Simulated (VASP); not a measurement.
Te, 1 atom in the cell. The structure is hexagonal, space group P6/mmm (No. 191). Conventional cell: a = 3.388 Å, b = 3.388 Å, c = 3.131 Å, α = 90.00°, β = 90.00°, γ = 120.00°. Within 4.1 Å of Te (site symmetry 6/mmm) lie 8 Te at 3.13 to 3.39 Å. This isn't the form of Te at room conditions, which is trigonal, of chains.

- Program: VASP 6.6.1
- Task: single point
- Functional: PBE
- Potentials or basis: VASP PAW PBE potentials, release 64 (Te)
- Cutoff: 520 eV
- k mesh: 15 × 15 × 13
- Occupations: fermi-dirac, width 0.1 eV
- Spin: no spin polarisation
- Dipole correction: no
- Further INCAR settings: ALGO = Normal; EDIFF = 1e-06; NBANDS = 9

Potentials or basis: VASP PAW PBE potentials, release 64 (Te).

Launch:

```bash
$ cat potpaw_PBE.64/Te/POTCAR > POTCAR
$ mpirun -np 1 vasp_std > vasp.out
```

Hardware: 1 thread of Intel(R) Xeon(R) Platinum 8488C (Sapphire Rapids), with other jobs on the host.

Question: Estimate the wall time of this run.

Answer: Wall time 23 s on 1 thread of Intel(R) Xeon(R) Platinum 8488C (Sapphire Rapids), with other jobs on the host, peak memory 0.18 GiB. Counts: scf iterations 9, k points 189.
